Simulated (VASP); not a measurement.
# BC4 in VASP: a series of runs

Runs on BC4. Level: PBE. Tasks: single point.

Everything below comes from runs of VASP 6.6.1. Logs are shortened: lines on timing, memory, paths and dates and some standing lists are left out, and cuts for length are marked.

## Step 1: The cell of the first run

The cell holds a sheet with vacuum, 5 atoms: a = 3.515 Å, b = 4.649 Å, c = 16.000 Å, α = 90.00°, β = 90.00°, γ = 90.00°.

## Step 2: Single point, PBE

Contents of INCAR:

```
SYSTEM = BC4
PREC = Accurate
ENCUT = 520
EDIFF = 1E-6
ISMEAR = 0
SIGMA = 0.1
LREAL = .False.
LASPH = .True.
NELM = 100
ALGO = Normal
ISIF = 2
LWAVE = .False.
LCHARG = .False.
LDIPOL = .True.
IDIPOL = 3
DIPOL = 0.5 0.5 0.500
GGA = PE
NBANDS = 18
```

Contents of KPOINTS:

```
regular mesh
0
Gamma
  6 4 1
  0 0 0
```

Contents of POSCAR:

```
BC4
1.0
    3.5149030000      0.0000000000      0.0000000000
    0.0000000000      4.6493150000      0.0000000000
    0.0000000000      0.0000000000     16.0000000000
B C
1 4
Direct
    0.0000000000      0.5000000000      0.5000000000
    0.8237323300      0.0000000000      0.5388189100
    0.1762676700      0.0000000000      0.5388189100
    0.1762676700      0.0000000000      0.4611810900
    0.8237323300      0.0000000000      0.4611810900
```

Potentials or basis: VASP PAW PBE potentials, release 64 (B, C).

On the command line:

```console
$ cat potpaw_PBE.64/B/POTCAR potpaw_PBE.64/C/POTCAR > POTCAR
$ mpirun -np 1 vasp_std > vasp.out
```

OUTCAR:

```text
SYSTEM = BC4
   PREC = Accurate
   ENCUT = 520
   EDIFF = 1E-6
   ISMEAR = 0
   LREAL = .False.
   LASPH = .True.
   NELM = 100
   ISIF = 2
   GGA = PE

 ion  position               nearest neighbor table
   1  0.000  0.500  0.500-
   2  0.824  0.000  0.539-   3 1.24   5 1.24   4 1.75
   3  0.176  0.000  0.539-   2 1.24   4 1.24   5 1.75
   4  0.176  0.000  0.461-   5 1.24   3 1.24   2 1.75
   5  0.824  0.000  0.461-   4 1.24   2 1.24   3 1.75

  LATTYP: Found a simple orthorhombic cell.
 ALAT       =     3.5149030000
 B/A-ratio  =     1.3227434726
 C/A-ratio  =     4.5520459597

  Lattice vectors:

 A1 = (   3.5149030000,   0.0000000000,   0.0000000000)
 A2 = (   0.0000000000,   4.6493150000,   0.0000000000)
 A3 = (   0.0000000000,   0.0000000000,  16.0000000000)

Analysis of symmetry for initial positions (statically):
=====================================================================
 Subroutine PRICEL returns:
 Original cell was already a primitive cell.

 Routine SETGRP: Setting up the symmetry group for a
 simple orthorhombic supercell.

 Subroutine GETGRP returns: Found  8 space group operations
 (whereof  8 operations were pure point group operations)
 out of a pool of  8 trial point group operations.

The static configuration has the point symmetry D_2h.

Analysis of symmetry for dynamics (positions and initial velocities):
=====================================================================
 Subroutine PRICEL returns:
 Original cell was already a primitive cell.

 Routine SETGRP: Setting up the symmetry group for a
 simple orthorhombic supercell.

 Subroutine GETGRP returns: Found  8 space group operations
 (whereof  8 operations were pure point group operations)
 out of a pool of  8 trial point group operations.

The dynamic configuration has the point symmetry D_2h.

 Subroutine INISYM returns: Found  8 space group operations
 (whereof  8 operations are pure point group operations),
 and found     1 'primitive' translations

----------------------------------------------------------------------------------------

                                     Primitive cell

  volume of cell :     261.4703

  direct lattice vectors                    reciprocal lattice vectors
     3.514903000  0.000000000  0.000000000     0.284502872  0.000000000  0.000000000
     0.000000000  4.649315000  0.000000000     0.000000000  0.215085448  0.000000000
     0.000000000  0.000000000 16.000000000     0.000000000  0.000000000  0.062500000

  length of vectors
     3.514903000  4.649315000 16.000000000     0.284502872  0.215085448  0.062500000

  position of ions in fractional coordinates (direct lattice)
     0.000000000  0.500000000  0.500000000
     0.823732330  0.000000000  0.538818910
     0.176267670  0.000000000  0.538818910
     0.176267670  0.000000000  0.461181090
     0.823732330  0.000000000  0.461181090

  ion indices of the primitive-cell ions
   primitive index   ion index
                 1           1
                 2           2
                 3           3
                 4           4
                 5           5

----------------------------------------------------------------------------------------

 KPOINTS: regular mesh

Automatic generation of k-mesh.
 Grid dimensions read from file:
 generate k-points for:    6    4    1

 Generating k-lattice:

  Cartesian coordinates                     Fractional coordinates (reciprocal lattice)
     0.047417145  0.000000000  0.000000000     0.166666667  0.000000000  0.000000000
     0.000000000  0.053771362  0.000000000     0.000000000  0.250000000  0.000000000
     0.000000000  0.000000000  0.062500000     0.000000000  0.000000000  1.000000000

  Length of vectors
     0.047417145  0.053771362  0.062500000

  Shift w.r.t. Gamma in fractional coordinates (k-lattice)
     0.000000000  0.000000000  0.000000000

 Subroutine IBZKPT returns following result:
 ===========================================

 Found     12 irreducible k-points:

 Following reciprocal coordinates:
            Coordinates               Weight
  0.000000  0.000000  0.000000      1.000000
  0.166667  0.000000  0.000000      2.000000
  0.333333  0.000000  0.000000      2.000000
  0.500000  0.000000  0.000000      1.000000
  0.000000  0.250000  0.000000      2.000000
  0.166667  0.250000  0.000000      4.000000
  0.333333  0.250000  0.000000      4.000000
  0.500000  0.250000  0.000000      2.000000
  0.000000  0.500000  0.000000      1.000000
  0.166667  0.500000  0.000000      2.000000
  0.333333  0.500000  0.000000      2.000000
  0.500000  0.500000  0.000000      1.000000
   k-points           NKPTS =     12   k-points in BZ     NKDIM =     12   number of bands    NBANDS=     18
   number of dos      NEDOS =    301   number of ions     NIONS =      5
   total plane-waves  NPLWV = 120960
   dimension x,y,z NGX =    28 NGY =   36 NGZ =  120
   dimension x,y,z NGXF=    56 NGYF=   72 NGZF=  240
   ions per type =               1   4
   NGX,Y,Z   is equivalent  to a cutoff of  13.24, 12.87, 12.47 a.u.
   NGXF,Y,Z  is equivalent  to a cutoff of  26.49, 25.75, 24.94 a.u.
 SYSTEM =  BC4
   PREC   = accura    normal or accurate (medium, high low for compatibility)
   ISTART =      0    job   : 0-new  1-cont  2-samecut
   ICHARG =      2    charge: 1-file 2-atom 10-const
   ISPIN  =      1    spin polarized calculation?
   LNONCOLLINEAR =      F non collinear calculations
   LSORBIT =      F    spin-orbit coupling
   LASPH  =      T    aspherical Exc in radial PAW
   ENCUT  =  520.0 eV  38.22 Ry    6.18 a.u.   6.54  8.64 29.75*2*pi/ulx,y,z
   NELM   =    100;   NELMIN=  2; NELMDL= -5     # of ELM steps
   EDIFF  = 0.1E-05   stopping-criterion for ELM
   LREAL  =      F    real-space projection
   EDIFFG = 0.1E-04   stopping-criterion for IOM
   NSW    =      0    number of steps for IOM
   IBRION =     -1    ionic relax: 0-MD 1-quasi-New 2-CG
   NFREE  =      0    steps in history (QN), initial steepest desc. (CG)
   ISIF   =      2    stress and relaxation
   ISYM   =      2    0-nonsym 1-usesym 2-fastsym
   POTIM  = 0.5000    time-step for ionic-motion
   TEBEG  =    0.0;   TEEND  =   0.0 temperature during run
   PSTRESS=    0.0 pullay stress
   NELECT =      19.0000    total number of electrons
   NUPDOWN=      -1.0000    fix difference up-down
   EMIN   =  10.00;   EMAX   =-10.00  energy-range for DOS
   EFERMI =   0.00;   METHOD = LEGACY
   ISMEAR =     0;   SIGMA  =   0.10  broadening in eV -4-tet -1-fermi 0-gaus
   EFERMI_NEDOS =   21; number of points for ismear=-14 and -15
   IALGO  =     38    algorithm
   IMIX   =      4    mixing-type and parameters
     AMIX     =   0.40;   BMIX     =  1.00
     AMIX_MAG =   1.60;   BMIX_MAG =  1.00
  volume/ion in A,a.u.               =      52.29       352.90
  Fermi-wavevector in a.u.,A,eV,Ry     =   0.683154  1.290974  6.349830  0.466699
  Thomas-Fermi vector in A             =   1.762435
   LORBIT       =      0    0 simple, 1 ext, 2 COOP (PROOUT), +10 PAW based schemes
   GGA     = PE    functional components
   LHFCALC =     F    Hartree Fock is set to
   AEXX    =    0.0000 exact exchange contribution
   IVDW    =     0    specifies the selected vdW correction
   LEPSILON=     F    determine dielectric tensor
   LRPA    =     F    only Hartree local field effects (RPA)
 non-spin polarized calculation
 Gauss-broadening in eV      SIGMA  =   0.10
  energy-cutoff  :      520.00
  volume of cell :      261.47
 maximum number of plane-waves:      7079
 NGX is ok and might be reduce to    28
   NGX = 13   NGY = 17   NGZ = 59

 dipolmoment           0.000000      0.000000      0.000000 electrons x Angstroem

 number of electron      19.0000000 magnetization

 dipolmoment           0.000000      0.000000     -0.000000 electrons x Angstroem

 Free energy of the ion-electron system (eV)
  ---------------------------------------------------
  ext. energy  EPLUGINS =         0.00000000
  ---------------------------------------------------
  free energy    TOTEN  =       -23.49980154 eV

  energy without entropy =      -23.49557448  energy(sigma->0) =      -23.49768801

 E-fermi :  -4.0702     XC(G=0):  -2.7474

 val. band max:       -4.1819236487   @ k =   0.5000   0.2500   0.0000
 cond. band min:      -4.0044653474   @ k =   0.0000   0.0000   0.0000
 fundamental gap:      0.1774583013
 Fermi energy:        -4.0702306803

 k-point     1 :       0.0000    0.0000    0.0000
  band No.  band energies     occupation
      1     -26.8155      2.00000
      2     -15.7300      2.00000
      3     -14.0833      2.00000
      4     -12.7646      2.00000
      5     -12.6456      2.00000
      6     -10.8530      2.00000
[... 10 lines left out ...]
     17       1.4719      0.00000
     18       2.3425      0.00000

 k-point     2 :       0.1667    0.0000    0.0000
  band No.  band energies     occupation
      1     -26.7664      2.00000
      2     -15.6708      2.00000
      3     -15.3403      2.00000
      4     -12.5261      2.00000
      5     -11.5117      2.00000
      6     -10.4664      2.00000
[... 10 lines left out ...]
     17       1.7963      0.00000
     18       2.6871      0.00000

 k-point     3 :       0.3333    0.0000    0.0000
  band No.  band energies     occupation
      1     -26.6643      2.00000
      2     -16.5359      2.00000
      3     -15.5465      2.00000
      4     -12.2628      2.00000
      5     -10.9372      2.00000
      6      -9.0568      2.00000
[... 10 lines left out ...]
     17       2.7493      0.00000
     18       3.5571      0.00000

 k-point     4 :       0.5000    0.0000    0.0000
  band No.  band energies     occupation
      1     -26.6110      2.00000
      2     -16.9717      2.00000
      3     -15.4811      2.00000
      4     -12.1160      2.00000
      5     -10.8034      2.00000
      6      -8.3890      2.00000
[... 10 lines left out ...]
     17       4.1120      0.00000
     18       4.1487      0.00000

 k-point     5 :       0.0000    0.2500    0.0000
  band No.  band energies     occupation
      1     -26.8114      2.00000
      2     -15.7131      2.00000
      3     -14.0713      2.00000
      4     -13.0666      2.00000
      5     -12.7096      2.00000
      6     -10.6623      2.00000
[... 10 lines left out ...]
     17       1.8765      0.00000
     18       2.7232      0.00000

 k-point     6 :       0.1667    0.2500    0.0000
  band No.  band energies     occupation
      1     -26.7626      2.00000
      2     -15.6546      2.00000
      3     -15.3240      2.00000
      4     -12.9124      2.00000
      5     -11.5072      2.00000
      6     -10.2037      2.00000
[... 10 lines left out ...]
     17       2.1914      0.00000
     18       3.0704      0.00000

 k-point     7 :       0.3333    0.2500    0.0000
  band No.  band energies     occupation
      1     -26.6610      2.00000
      2     -16.5188      2.00000
      3     -15.5317      2.00000
      4     -12.6172      2.00000
      5     -10.9141      2.00000
      6      -8.5692      2.00000
[... 10 lines left out ...]
     17       2.9217      0.00000
     18       3.3993      0.00000

 k-point     8 :       0.5000    0.2500    0.0000
  band No.  band energies     occupation
      1     -26.6079      2.00000
      2     -16.9544      2.00000
      3     -15.4670      2.00000
      4     -12.4500      2.00000
      5     -10.7771      2.00000
      6      -7.6383      2.00000
[... 10 lines left out ...]
     17       4.5150      0.00000
     18       4.6163      0.00000

 k-point     9 :       0.0000    0.5000    0.0000
  band No.  band energies     occupation
      1     -26.8074      2.00000
      2     -15.6960      2.00000
      3     -14.0591      2.00000
      4     -13.3427      2.00000
      5     -12.7106      2.00000
      6     -10.5550      2.00000
[... 10 lines left out ...]
     17       2.9203      0.00000
     18       2.9284      0.00000

 k-point    10 :       0.1667    0.5000    0.0000
  band No.  band energies     occupation
      1     -26.7588      2.00000
      2     -15.6381      2.00000
      3     -15.3069      2.00000
      4     -13.2042      2.00000
      5     -11.5034      2.00000
      6     -10.0530      2.00000
[... 10 lines left out ...]
     17       3.2632      0.00000
     18       3.2781      0.00000

 k-point    11 :       0.3333    0.5000    0.0000
  band No.  band energies     occupation
      1     -26.6576      2.00000
      2     -16.5014      2.00000
      3     -15.5167      2.00000
      4     -12.8916      2.00000
      5     -10.9024      2.00000
      6      -8.2507      2.00000
[... 10 lines left out ...]
     17       3.8491      0.00000
     18       4.2564      0.00000

 k-point    12 :       0.5000    0.5000    0.0000
  band No.  band energies     occupation
      1     -26.6048      2.00000
      2     -16.9368      2.00000
      3     -15.4527      2.00000
      4     -12.7116      2.00000
      5     -10.7635      2.00000
      6      -7.1918      2.00000
[... 10 lines left out ...]
     17       5.3018      0.00000
     18       5.7976      0.00000

------------------------ aborting loop because EDIFF is reached ----------------------------------------

 vacuum level on the upper side and lower side of the slab       (xc-potential included)        -0.081        -0.081

  FORCE on cell =-STRESS in cart. coord.  units (eV):
  Direction    XX          YY          ZZ          XY          YZ          ZX
  --------------------------------------------------------------------------------------
  -------------------------------------------------------------------------------------
  Total       18.8435497     -1.3072495     33.1190600      0.0000000      0.0000000      0.0000000
  in kB      115.4651708     -8.0102626    202.9393598      0.0000000      0.0000000      0.0000000
  external PRESSURE =     103.4647560 kB  Pullay stress =       0.0000000 kB

 VOLUME and BASIS-vectors are now :
 -----------------------------------------------------------------------------
  energy-cutoff  :      520.00
  volume of cell :      261.47
      direct lattice vectors                 reciprocal lattice vectors
     3.514903000  0.000000000  0.000000000     0.284502872  0.000000000  0.000000000
     0.000000000  4.649315000  0.000000000     0.000000000  0.215085448  0.000000000
     0.000000000  0.000000000 16.000000000     0.000000000  0.000000000  0.062500000

 POSITION                                       TOTAL-FORCE (eV/Angst)
 -----------------------------------------------------------------------------------
      0.00000      2.32466      8.00000         0.000000     -0.000000      0.000000
      2.89534      0.00000      8.62110       -12.453098      0.000000     13.344802
      0.61956      0.00000      8.62110        12.453098      0.000000     13.344802
      0.61956      0.00000      7.37890        12.453098     -0.000000    -13.344802
      2.89534      0.00000      7.37890       -12.453098      0.000000    -13.344802
 -----------------------------------------------------------------------------------
    total drift:                                0.000000      0.000000     -0.000000

  FREE ENERGIE OF THE ION-ELECTRON SYSTEM (eV)
  ---------------------------------------------------
  free  energy   TOTEN  =       -23.4998015366 eV

  energy  without entropy=      -23.4955744755  energy(sigma->0) =      -23.49768801

 vacuum level on the upper side and lower side of the slab         1.629         1.629
```

Wall time 59 s (1 thread of Intel Xeon Platinum 8488C (Sapphire Rapids), shared host); peak memory 0.35 GiB.

What came out:

```yaml
Free_energy: -23.4998 eV
Largest_force: 18.253 eV/Å
```

Forces in eV/Å, atoms in the order of the input:
```
B     0.000   0.000   0.000
C   -12.453   0.000  13.345
C    12.453   0.000  13.345
C    12.453   0.000 -13.345
C   -12.453   0.000 -13.345
```

## Step 3: Single point, PBE

This run uses another cell than the first one, of 66.12 Å³/atom, 1.264 times its volume.

Contents of INCAR:

```
SYSTEM = BC4
ALGO = Normal ; DIPOL = 0.5 0.5 0.304
EDIFF = 1E-6 ; ENCUT = 520
GGA = PE ; IDIPOL = 3
ISIF = 2 ; ISMEAR = 0
LASPH = .True. ; LCHARG = .False.
LDIPOL = .True. ; LREAL = .False.
LWAVE = .False. ; NBANDS = 18
NELM = 100 ; PREC = Accurate
SIGMA = 0.1
```

Contents of KPOINTS:

```
k-points
0
Gamma
  6 4 1
  0 0 0
```

Contents of POSCAR:

```
BC4
1.0
    2.8975320543      0.0000000000      0.0000000000
    0.0000000000      4.3407005323      0.0000000000
    0.0000000000      0.0000000000     26.2844102400
B C
1 4
Direct
    0.0000000000      0.5000000000      0.3043629257
    0.7518030940      0.0000000000      0.3331168992
    0.2481969060      0.0000000000      0.3331168992
    0.2481969060      0.0000000000      0.2756089521
    0.7518030940      0.0000000000      0.2756089521
```

Potentials or basis: VASP PAW PBE potentials, release 64 (B, C).

On the command line:

```console
$ cat potpaw_PBE.64/B/POTCAR potpaw_PBE.64/C/POTCAR > POTCAR
$ mpirun -np 1 vasp_std > vasp.out
```

Run time: 85 s. Hardware: 1 thread of Intel Xeon Platinum 8488C (Sapphire Rapids), shared host; peak memory 0.39 GiB.

Results (log left out):

| Property | Result |
| --- | --- |
| Free energy | -32.1513 eV |
| Largest force | 0.071 eV/Å |

Forces on the atoms (eV/Å):
```
B    0.000  0.000  0.000
C   -0.006  0.000  0.071
C    0.006  0.000  0.071
C    0.006  0.000 -0.071
C   -0.006  0.000 -0.071
```

Levels at points of the mesh, in eV from the Fermi level:
```
           k point  band 6  band 7  band 8  band 9  band 10  band 11  band 12  band 13
(0.00, 0.00, 0.00)   -7.24   -5.76   -4.79   -3.25     0.24     2.53     3.29     3.64
(0.50, 0.00, 0.00)   -4.77   -4.53   -4.17   -3.60    -1.29     0.43     0.94     1.67
(0.00, 0.50, 0.00)   -7.24   -4.68   -4.51   -1.97     1.20     1.89     2.69     3.32
(0.50, 0.50, 0.00)   -5.58   -4.72   -4.50   -1.45     0.42     0.93     1.69     2.13
```

Caveat: the k points lie up to 0.36 Å⁻¹ apart.

## Step 4: Single point, PBE

This run uses another cell than the first one, of 50.00 Å³/atom, 0.956 times its volume.

Contents of INCAR:

```
PREC = Accurate ; ENCUT = 520
EDIFF = 1E-7 ; ISMEAR = 0
SIGMA = 0.1 ; LREAL = F
LASPH = T ; NELM = 100
ALGO = Normal ; ISIF = 2
LWAVE = F ; LCHARG = F
LDIPOL = T ; IDIPOL = 3
DIPOL = 0.5 0.5 0.304 ; GGA = PE
NBANDS = 18
```

Contents of KPOINTS:

```
regular mesh
0
Gamma
  12 12 1
```

Contents of POSCAR:

```
BC4
1.0
    3.0060711751      0.0000000000      0.0000000000
    0.0000000000      3.1640087612      0.0000000000
    0.0000000000      0.0000000000     26.2844102400
B C
1 4
Direct
    0.0000000000      0.5000000000      0.3043629257
    0.7471859984      0.0000000000      0.3333612040
    0.2528140016      0.0000000000      0.3333612040
    0.2528140016      0.0000000000      0.2753646474
    0.7471859984      0.0000000000      0.2753646474
```

On the command line:

```console
$ cat potpaw_PBE.64/B/POTCAR potpaw_PBE.64/C/POTCAR > POTCAR
$ mpirun -np 1 vasp_std > vasp.out
```

It took 6.3 min on 1 thread of AMD EPYC 7R43 (Zen 3), shared host; peak memory 0.37 GiB.

Results (log left out):

| Item | Value |
| --- | --- |
| Free energy | -32.6946 eV |
| Largest force | 0.065 eV/Å |

Forces on the atoms (eV/Å):
```
B    0.000  0.000  0.000
C   -0.004  0.000  0.065
C    0.004  0.000  0.065
C    0.004  0.000 -0.065
C   -0.004  0.000 -0.065
```

Levels at points of the mesh, in eV from the Fermi level:
| k point | band 5 | band 6 | band 7 | band 8 | band 9 | band 10 | band 11 | band 12 | band 13 | band 14 |
| --- | --- | --- | --- | --- | --- | --- | --- | --- | --- | --- |
| (0.00, 0.00, 0.00) | -9.05 | -8.24 | -8.03 | -3.16 | -2.53 | 0.84 | 1.12 | 1.85 | 2.04 | 2.17 |
| (0.50, 0.00, 0.00) | -7.77 | -5.85 | -5.77 | -4.49 | -0.85 | -0.62 | 0.03 | 0.65 | 2.91 | 3.87 |
| (0.00, 0.50, 0.00) | -8.58 | -7.79 | -7.28 | -7.08 | -2.63 | 1.81 | 2.80 | 2.98 | 3.99 | 5.06 |
| (0.50, 0.50, 0.00) | -10.80 | -8.72 | -5.49 | -5.44 | -4.86 | -1.80 | 4.90 | 4.90 | 5.34 | 6.33 |

## Step 5: Summary

| cell | k mesh | gap on the mesh (eV) | largest force (eV/Å) |
| --- | --- | --- | --- |
| a = 3.515, b = 4.649, c = 16.000 Å, 5 atoms | 6 × 4 × 1 | none | 18.25 |
| a = 2.898, b = 4.341, c = 26.284 Å, 5 atoms | 6 × 4 × 1 | none | 0.07 |
| a = 3.006, b = 3.164, c = 26.284 Å, 5 atoms | 12 × 12 × 1 | none | 0.06 |

Alike in all rows: task single point; level PBE; potentials or basis VASP PAW PBE potentials, release 64 (B, C); no spin polarisation; cutoff (eV) 520; smearing gaussian 0.1 eV.

Caveats: some runs use coarse meshes.

Total energies depend on the potentials used, so only differences within one code and one set of settings carry meaning.
